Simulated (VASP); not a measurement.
# BW (Cmcm) in VASP: further runs

Runs on BW. Level: LDA. Tasks: single point.

Everything below comes from runs of VASP 6.6.1. Logs are shortened: lines on timing, memory, paths and dates and some standing lists are left out, and cuts for length are marked.

## 1. The cell of the first run

Symmetry: Cmcm, No. 63, orthorhombic system. The conventional cell has a = 3.162 Å, b = 8.482 Å, c = 3.095 Å, α = 90.00°, β = 90.00°, γ = 90.00°. Within 2.5 Å of B (site symmetry m2m) lie 2 B at 1.86 Å and 7 W at 2.32 to 2.50 Å. W (site symmetry m2m) has 7 B at 2.32 to 2.50 Å and 10 W at 2.84 to 3.16 Å within 3.2 Å.

## 2. Single point, LDA

Input file INCAR:

```
SYSTEM = BW
ALGO     = Normal         ! electronic algorithm
EDIFF    = 1E-6           ! SCF threshold, eV
ENCUT    = 520            ! plane-wave cutoff, eV
GGA      = CA             ! functional
ISIF     = 2              ! what is computed and relaxed
ISMEAR   = -1             ! smearing method
LASPH    = .True.         ! aspherical terms in the spheres
LCHARG   = .False.        ! write CHGCAR
LREAL    = .False.        ! projectors in reciprocal space
LWAVE    = .False.        ! write WAVECAR
NBANDS   = 25             ! bands
NELM     = 100            ! most SCF steps
PREC     = Accurate       ! precision mode
SIGMA    = 0.05           ! smearing width, eV
```

Input file KPOINTS:

```
k-points
0
Gamma
  8 8 8
  0 0 0
```

Input file POSCAR:

```
BW
1.0
    4.5261820000      0.0000000000      0.0000000000
   -3.4218233536      2.9626758908      0.0000000000
    0.0000000000      0.0000000000      3.0951270000
B W
2 2
Direct
    0.5610220000      0.4389780000      0.2500000000
    0.4389780000      0.5610220000      0.7500000000
    0.8553850000      0.1446150000      0.2500000000
    0.1446150000      0.8553850000      0.7500000000
```

Potentials or basis: VASP PAW LDA potentials, release 64 (B, W_sv).

Started as:

```sh
$ cat potpaw_LDA.64/B/POTCAR potpaw_LDA.64/W_sv/POTCAR > POTCAR
$ mpirun -np 1 vasp_std > vasp.out
```

OUTCAR:

```text
SYSTEM = BW
   EDIFF = 1E-6
   ENCUT = 520
   GGA = CA
   ISIF = 2
   ISMEAR = -1
   LASPH = .True.
   LREAL = .False.
   NELM = 100
   PREC = Accurate

 ion  position               nearest neighbor table
   1  0.561  0.439  0.250-   2 1.86   2 1.86   4 2.32   4 2.32   4 2.32   4 2.32   3 2.35   3 2.35
                             3 2.50
   2  0.439  0.561  0.750-   1 1.86   1 1.86   3 2.32   3 2.32   3 2.32   3 2.32   4 2.35   4 2.35
                             4 2.50
   3  0.855  0.145  0.250-   2 2.32   2 2.32   2 2.32   2 2.32   1 2.35   1 2.35   1 2.50   4 2.84
                             4 2.84   4 2.84   4 2.84   4 2.90   4 2.90
   4  0.145  0.855  0.750-   1 2.32   1 2.32   1 2.32   1 2.32   2 2.35   2 2.35   2 2.50   3 2.84
                             3 2.84   3 2.84   3 2.84   3 2.90   3 2.90

  LATTYP: Found a base centered orthorhombic cell.
 ALAT       =     3.1618122104
 B/A-ratio  =     2.6827117263
 C/A-ratio  =     0.9789091806

  Lattice vectors:

 A1 = (   4.5261820000,   0.0000000000,   0.0000000000)
 A2 = (  -3.4218233536,   2.9626758908,   0.0000000000)
 A3 = (   0.0000000000,   0.0000000000,   3.0951270000)

Analysis of symmetry for initial positions (statically):
=====================================================================
 Subroutine PRICEL returns:
 Original cell was already a primitive cell.

 Routine SETGRP: Setting up the symmetry group for a
 base centered orthorhombic supercell.

 Subroutine GETGRP returns: Found  8 space group operations
 (whereof  4 operations were pure point group operations)
 out of a pool of  8 trial point group operations.

The static configuration has the point symmetry C_2h.
 The point group associated with its full space group is D_2h.

Analysis of symmetry for dynamics (positions and initial velocities):
=====================================================================
 Subroutine PRICEL returns:
 Original cell was already a primitive cell.

 Routine SETGRP: Setting up the symmetry group for a
 base centered orthorhombic supercell.

 Subroutine GETGRP returns: Found  8 space group operations
 (whereof  4 operations were pure point group operations)
 out of a pool of  8 trial point group operations.

The dynamic configuration has the point symmetry C_2h.
 The point group associated with its full space group is D_2h.

 Subroutine INISYM returns: Found  8 space group operations
 (whereof  4 operations are pure point group operations),
 and found     1 'primitive' translations

----------------------------------------------------------------------------------------

                                     Primitive cell

  volume of cell :      41.5044

  direct lattice vectors                    reciprocal lattice vectors
     4.526182000  0.000000000  0.000000000     0.220936763  0.255176942  0.000000000
    -3.421823354  2.962675891  0.000000000     0.000000000  0.337532702  0.000000000
     0.000000000  0.000000000  3.095127000     0.000000000  0.000000000  0.323088519

  length of vectors
     4.526182000  4.526182000  3.095127000     0.337532702  0.337532702  0.323088519

  position of ions in fractional coordinates (direct lattice)
     0.561022000  0.438978000  0.250000000
     0.438978000  0.561022000  0.750000000
     0.855385000  0.144615000  0.250000000
     0.144615000  0.855385000  0.750000000

  ion indices of the primitive-cell ions
   primitive index   ion index
                 1           1
                 2           2
                 3           3
                 4           4

----------------------------------------------------------------------------------------

 KPOINTS: k-points

Automatic generation of k-mesh.
 Grid dimensions read from file:
 generate k-points for:    8    8    8

 Generating k-lattice:

  Cartesian coordinates                     Fractional coordinates (reciprocal lattice)
     0.027617095  0.031897118  0.000000000     0.125000000  0.000000000  0.000000000
     0.000000000  0.042191588  0.000000000     0.000000000  0.125000000  0.000000000
     0.000000000  0.000000000  0.040386065     0.000000000  0.000000000  0.125000000

  Length of vectors
     0.042191588  0.042191588  0.040386065

  Shift w.r.t. Gamma in fractional coordinates (k-lattice)
     0.000000000  0.000000000  0.000000000

 Subroutine IBZKPT returns following result:
 ===========================================

 Found    105 irreducible k-points:

 Following reciprocal coordinates:
            Coordinates               Weight
  0.000000  0.000000  0.000000      1.000000
  0.125000 -0.000000  0.000000      4.000000
  0.250000 -0.000000  0.000000      4.000000
  0.375000 -0.000000  0.000000      4.000000
  0.500000 -0.000000  0.000000      2.000000
  0.125000  0.125000  0.000000      2.000000
[... 16 lines left out ...]
  0.125000 -0.000000  0.125000      8.000000
  0.250000 -0.000000  0.125000      8.000000
 [... further k-points ...]
   k-points           NKPTS =    105   k-points in BZ     NKDIM =    105   number of bands    NBANDS=     25
   number of dos      NEDOS =    301   number of ions     NIONS =      4
   total plane-waves  NPLWV =  31104
   dimension x,y,z NGX =    36 NGY =   36 NGZ =   24
   dimension x,y,z NGXF=    72 NGYF=   72 NGZF=   48
   ions per type =               2   2
   NGX,Y,Z   is equivalent  to a cutoff of  13.22, 13.22, 12.89 a.u.
   NGXF,Y,Z  is equivalent  to a cutoff of  26.45, 26.45, 25.78 a.u.
 SYSTEM =  BW
   PREC   = accura    normal or accurate (medium, high low for compatibility)
   ISTART =      0    job   : 0-new  1-cont  2-samecut
   ICHARG =      2    charge: 1-file 2-atom 10-const
   ISPIN  =      1    spin polarized calculation?
   LNONCOLLINEAR =      F non collinear calculations
   LSORBIT =      F    spin-orbit coupling
   LASPH  =      T    aspherical Exc in radial PAW
   ENCUT  =  520.0 eV  38.22 Ry    6.18 a.u.   8.42  8.42  5.75*2*pi/ulx,y,z
   NELM   =    100;   NELMIN=  2; NELMDL= -5     # of ELM steps
   EDIFF  = 0.1E-05   stopping-criterion for ELM
   LREAL  =      F    real-space projection
   EDIFFG = 0.1E-04   stopping-criterion for IOM
   NSW    =      0    number of steps for IOM
   IBRION =     -1    ionic relax: 0-MD 1-quasi-New 2-CG
   NFREE  =      0    steps in history (QN), initial steepest desc. (CG)
   ISIF   =      2    stress and relaxation
   ISYM   =      2    0-nonsym 1-usesym 2-fastsym
   POTIM  = 0.5000    time-step for ionic-motion
   TEBEG  =    0.0;   TEEND  =   0.0 temperature during run
   PSTRESS=    0.0 pullay stress
   NELECT =      34.0000    total number of electrons
   NUPDOWN=      -1.0000    fix difference up-down
   EMIN   =  10.00;   EMAX   =-10.00  energy-range for DOS
   EFERMI =   0.00;   METHOD = LEGACY
   ISMEAR =    -1;   SIGMA  =   0.05  broadening in eV -4-tet -1-fermi 0-gaus
   EFERMI_NEDOS =   21; number of points for ismear=-14 and -15
   IALGO  =     38    algorithm
   IMIX   =      4    mixing-type and parameters
     AMIX     =   0.40;   BMIX     =  1.00
     AMIX_MAG =   1.60;   BMIX_MAG =  1.00
  volume/ion in A,a.u.               =      10.38        70.02
  Fermi-wavevector in a.u.,A,eV,Ry     =   1.531803  2.894688 31.924990  2.346421
  Thomas-Fermi vector in A             =   2.639097
   LORBIT       =      0    0 simple, 1 ext, 2 COOP (PROOUT), +10 PAW based schemes
   GGA     = CA    functional components
   LHFCALC =     F    Hartree Fock is set to
   AEXX    =    0.0000 exact exchange contribution
   IVDW    =     0    specifies the selected vdW correction
   LEPSILON=     F    determine dielectric tensor
   LRPA    =     F    only Hartree local field effects (RPA)
 non-spin polarized calculation
  energy-cutoff  :      520.00
  volume of cell :       41.50
 maximum number of plane-waves:      1131
 NGX is ok and might be reduce to    36
   NGX = 17   NGY = 17   NGZ = 11

 number of electron      34.0000004 magnetization

 Free energy of the ion-electron system (eV)
  ---------------------------------------------------
  ext. energy  EPLUGINS =         0.00000000
  ---------------------------------------------------
  free energy    TOTEN  =       -44.75671898 eV

  energy without entropy =      -44.74404186  energy(sigma->0) =      -44.75038042

 E-fermi :  12.0168     XC(G=0): -13.8486

 val. band max:       11.9907872242   @ k =   0.5000  -0.0000   0.0000
 cond. band min:      12.0183328245   @ k =   0.3750   0.2500   0.3750
 fundamental gap:      0.0275456003
 Fermi energy:        12.0168181279

 k-point     1 :       0.0000    0.0000    0.0000
  band No.  band energies     occupation
      1     -62.1409      2.00000
      2     -62.0329      2.00000
      3     -27.0702      2.00000
      4     -26.6794      2.00000
      5     -26.6737      2.00000
      6     -26.4495      2.00000
[... 17 lines left out ...]
     24      19.2971      0.00000
     25      19.5883      0.00000

 k-point     2 :       0.1250   -0.0000    0.0000
  band No.  band energies     occupation
      1     -62.1358      2.00000
      2     -62.0352      2.00000
      3     -27.0574      2.00000
      4     -26.7308      2.00000
      5     -26.6559      2.00000
      6     -26.4846      2.00000
[... 17 lines left out ...]
     24      18.6682      0.00000
     25      19.0019      0.00000

 k-point     3 :       0.2500   -0.0000    0.0000
  band No.  band energies     occupation
      1     -62.1218      2.00000
      2     -62.0422      2.00000
      3     -27.0383      2.00000
      4     -26.8438      2.00000
      5     -26.6075      2.00000
      6     -26.5496      2.00000
[... 17 lines left out ...]
     24      17.9396      0.00000
     25      19.2346      0.00000

 k-point     4 :       0.3750   -0.0000    0.0000
  band No.  band energies     occupation
      1     -62.1038      2.00000
      2     -62.0533      2.00000
      3     -27.0463      2.00000
      4     -26.9476      2.00000
      5     -26.5705      2.00000
      6     -26.5441      2.00000
[... 17 lines left out ...]
     24      17.6904      0.00000
     25      19.8053      0.00000

 k-point     5 :       0.5000   -0.0000    0.0000
  band No.  band energies     occupation
      1     -62.0927      2.00000
      2     -62.0614      2.00000
      3     -27.0594      2.00000
      4     -26.9890      2.00000
      5     -26.5604      2.00000
      6     -26.5048      2.00000
[... 17 lines left out ...]
     24      17.4906      0.00000
     25      19.7788      0.00000

 k-point     6 :       0.1250    0.1250    0.0000
  band No.  band energies     occupation
      1     -62.1248      2.00000
      2     -62.0392      2.00000
      3     -27.0597      2.00000
      4     -26.8265      2.00000
      5     -26.6187      2.00000
      6     -26.5685      2.00000
[... 17 lines left out ...]
     24      18.2368      0.00000
     25      19.5935      0.00000
[... 393 lines left out ...]
 k-point    21 :       0.5000    0.5000    0.0000
  band No.  band energies     occupation
      1     -62.1096      2.00000
      2     -62.0645      2.00000
      3     -26.7482      2.00000
      4     -26.6797      2.00000
      5     -26.6754      2.00000
      6     -26.5532      2.00000
[... 17 lines left out ...]
     24      16.8173      0.00000
     25      17.5305      0.00000

 k-point    22 :       0.0000    0.0000    0.1250
  band No.  band energies     occupation
      1     -62.1350      2.00000
      2     -62.0351      2.00000
      3     -27.0380      2.00000
      4     -26.7081      2.00000
      5     -26.6659      2.00000
      6     -26.4533      2.00000
[... 17 lines left out ...]
     24      18.8081      0.00000
     25      19.1166      0.00000

 k-point    23 :       0.1250   -0.0000    0.1250
  band No.  band energies     occupation
      1     -62.1301      2.00000
      2     -62.0371      2.00000
      3     -27.0274      2.00000
      4     -26.7299      2.00000
      5     -26.6762      2.00000
      6     -26.4943      2.00000
[... 17 lines left out ...]
     24      18.3237      0.00000
     25      19.1599      0.00000

 k-point    24 :       0.2500   -0.0000    0.1250
  band No.  band energies     occupation
      1     -62.1169      2.00000
      2     -62.0433      2.00000
      3     -27.0113      2.00000
      4     -26.8409      2.00000
      5     -26.6360      2.00000
      6     -26.5618      2.00000
[... 17 lines left out ...]
     24      18.3748      0.00000
     25      19.1160      0.00000

 [... further k-points ...]

------------------------ aborting loop because EDIFF is reached ----------------------------------------

  FORCE on cell =-STRESS in cart. coord.  units (eV):
  Direction    XX          YY          ZZ          XY          YZ          ZX
  --------------------------------------------------------------------------------------
  -------------------------------------------------------------------------------------
  Total       -2.2173553     -2.0313772     -2.2239586      0.0805116      0.0000000      0.0000000
  in kB      -85.5955602    -78.4163333    -85.8504640      3.1079516      0.0000000      0.0000000
  external PRESSURE =     -83.2874525 kB  Pullay stress =       0.0000000 kB

 VOLUME and BASIS-vectors are now :
 -----------------------------------------------------------------------------
  energy-cutoff  :      520.00
  volume of cell :       41.50
      direct lattice vectors                 reciprocal lattice vectors
     4.526182000  0.000000000  0.000000000     0.220936763  0.255176942  0.000000000
    -3.421823354  2.962675891  0.000000000     0.000000000  0.337532702  0.000000000
     0.000000000  0.000000000  3.095127000     0.000000000  0.000000000  0.323088519

 POSITION                                       TOTAL-FORCE (eV/Angst)
 -----------------------------------------------------------------------------------
      1.03718      1.30055      0.77378        -0.037446      0.013958      0.000000
      0.06718      1.66213      2.32135         0.037446     -0.013958      0.000000
      3.37678      0.42845      0.77378        -0.001238      0.000462      0.000000
     -2.27242      2.53423      2.32135         0.001238     -0.000462     -0.000000
 -----------------------------------------------------------------------------------
    total drift:                                0.000000     -0.000000     -0.000000

  FREE ENERGIE OF THE ION-ELECTRON SYSTEM (eV)
  ---------------------------------------------------
  free  energy   TOTEN  =       -44.7567189836 eV

  energy  without entropy=      -44.7440418605  energy(sigma->0) =      -44.75038042
```

It took 38 s on 1 thread of Intel Xeon 6975P-C (Granite Rapids), shared host; peak memory 0.22 GiB.

What came out:

```
Free energy            : -44.7567 eV
Pressure               : -8.3 GPa
Largest force          : 0.040 eV/Å
Band gap on the k mesh : zero (bands 17 and 18 overlap by 4.05 eV)
```

Forces in eV/Å, atoms in the order of the input:
```
B   -0.037  0.014  0.000
B    0.037 -0.014  0.000
W   -0.001  0.000  0.000
W    0.001  0.000  0.000
```

Caveat: the cell stands under tension; spin-orbit coupling is left out, which moves the levels of the heavy elements.

(Continued in part 2 of 2.)
